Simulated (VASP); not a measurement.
Write the native input for VASP 6.6.1 that does the following.

* Task: single point
* Functional: LDA
* Potentials or basis: VASP PAW LDA potentials, release 64 (Pb_d, S)
* Cutoff: 520 eV
* k mesh: 8 × 8 × 8
* Occupations: fermi-dirac, width 0.05 eV
* Spin: no spin polarisation
* Dipole correction: no
* Further INCAR settings: ALGO = Normal; EDIFF = 1e-07; NBANDS = 17

The structure of PbS lies in POSCAR:

```
PbS
1.0
    2.1126617058      1.2197458045      3.4519162518
   -2.1126617058      1.2197458045      3.4519162518
    0.0000000000     -2.4394916091      3.4519162518
Pb S
1 1
Direct
    0.9805657800      0.9805657800      0.9805657800
    0.4750355500      0.4750355500      0.4750355500
```

One way to write it, as run:

INCAR

```
SYSTEM = PbS
  PREC = Accurate
  ENCUT = 520
  EDIFF = 1E-7
  ISMEAR = -1
  SIGMA = 0.05
  LREAL = .False.
  LASPH = .True.
  NELM = 80
  ALGO = Normal
  ISIF = 2
  LWAVE = .False.
  LCHARG = .False.
  NBANDS = 17
```

KPOINTS

```
regular mesh
0
Gamma
  8 8 8
  0 0 0
```

Potentials or basis: VASP PAW LDA potentials, release 64 (Pb_d, S).

Run with:

```bash
$ cat potpaw_LDA.64/Pb_d/POTCAR potpaw_LDA.64/S/POTCAR > POTCAR
$ mpirun -np 1 vasp_std > vasp.out
```

It gave:

- Pressure: -3.7 GPa
- Largest force: 0.003 eV/Å
- Band gap on the k mesh: 0.31 eV

Caveat: the cell stands under tension; spin-orbit coupling is left out, which moves the levels of the heavy elements.

Wall time 79 s on 1 thread of AMD EPYC 7R13, with other jobs on the host, peak memory 0.16 GiB.
